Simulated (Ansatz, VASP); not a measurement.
One calculation of C, two programs

```
C
1.0
     0.00000    2.14822    3.42036
     1.24094    0.00000    3.42036
     1.24094    2.14822    0.00000
C
2
Direct
  0.18427 0.81573 0.18427
  0.81573 0.18427 0.81573
```

Alike in both runs: task single point; functional PBE; dispersion D3(BJ); k mesh 16 × 16 × 16; occupations gaussian, width 0.03 eV; no spin polarisation.

|  | VASP | Ansatz |
| --- | --- | --- |
| version | VASP 6.6.1 | Ansatz 0.2.0 |
| potentials or method | VASP PAW PBE potentials, release 64 (C), cutoff 520 eV | scalar-relativistic, plane waves, PAW |
| valence electrons in the cell | 8 | 8 |

VASP gave:

* gap on the k mesh at the Fermi level (eV): 0.03
* least direct gap on the mesh (eV): 0.03
* pressure (GPa): 2.8
* traceless stress, the component that is largest in VASP (GPa): 13.55
* rms of the force components (eV/Å): 3.637

Q: Estimate Ansatz's values.

A: gap on the k mesh at the Fermi level (eV): 0.03; least direct gap on the mesh (eV): 0.03; pressure (GPa): 2.5; traceless stress, the component that is largest in VASP (GPa): 13.11; rms of the force components (eV/Å): 3.630.

Atom by atom the forces differ by 0.006 eV/Å (rms over components).
